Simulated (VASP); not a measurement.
Runs of VASP 6.6.1 on Ta. The structure is that of space group Fm-3m (No. 225), or close to it. The cells are those of the table. The cell was generated, and may not be a known phase.

| task | cell | k mesh | cutoff (eV) | gap on the mesh (eV) | pressure (GPa) |
| --- | --- | --- | --- | --- | --- |
| single point | a = 4.513 Å, angles 60.0°, 3 atoms | 6 × 6 × 6 | 520 | none | -1.3 |
| relaxation of cell and atoms | relaxed from a = 4.499 Å, angles 60.0°, 3 atoms | 12 × 12 × 12 | 600 | none | -0.1 |
| single point | a = 4.497 Å, angles 60.0°, 3 atoms | 12 × 12 × 12 | 520 | none | (a) |
| relaxation of cell and atoms | relaxed from a = 4.513 Å, angles 60.0°, 3 atoms | 6 × 6 × 6 | 600 | none | 0.0 |
| single point | a = 4.499 Å, angles 60.0°, 3 atoms | 6 × 6 × 6 | 520 | none | 0.0 |

Alike in all rows: level PBE; potentials or basis VASP PAW PBE potentials, release 64 (Ta_pv); no spin polarisation; smearing gaussian 0.1 eV.

Task: Fill in the values left out.

Result: (a) 0.1.

Caveats: spin-orbit coupling is left out, which moves the levels of the heavy elements; the relaxation stopped at its first step, so nothing moved (at least some runs).

A k mesh can miss the band edges, and the runs leave out spin-orbit coupling on Ta.

A gap of «none» marks levels without a gap at the run's occupations.
